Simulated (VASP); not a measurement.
Runs of VASP 6.6.1 on CaO. The structure is that of space group Fm-3m (No. 225), or close to it. The cells are those of the table. 

```tsv
level	cell	k mesh	smearing	grid for exact exchange (PRECFOCK)	share of exact exchange	screening parameter	gap on the mesh (eV)	pressure (GPa)
r2SCAN	a = 3.313 Å, angles 60.0°, 2 atoms	10 × 10 × 10	gaussian 0.01 eV	-	-	-	4.15	10.8
PBE	a = 3.313 Å, angles 60.0°, 2 atoms	10 × 10 × 10	fermi-dirac 0.02 eV	-	-	-	(b)	(a)
PBE	a = 3.418 Å, angles 59.5°, 2 atoms	10 × 10 × 10	fermi-dirac 0.02 eV	-	-	-	3.62	1.6
r2SCAN	a = 3.418 Å, angles 59.5°, 2 atoms	10 × 10 × 10	gaussian 0.01 eV	-	-	-	4.18	-0.4
HSE06	a = 3.313 Å, angles 60.0°, 2 atoms	6 × 6 × 6	gaussian 0.01 eV	Normal	0.25	0.2079 1/Å	5.27	10.5
```

Alike in all rows: task single point; potentials or basis VASP PAW PBE potentials, release 64 (Ca_sv, O); no spin polarisation; cutoff (eV) 520.

Question: Fill in the values left out.

Answer: (a) 12.6; (b) 3.60.

Caveats: the cell stands under pressure (at least some runs); the PAW data sets were made with another functional, which shifts forces and pressure a little (at least some runs).

A k mesh can miss the band edges.
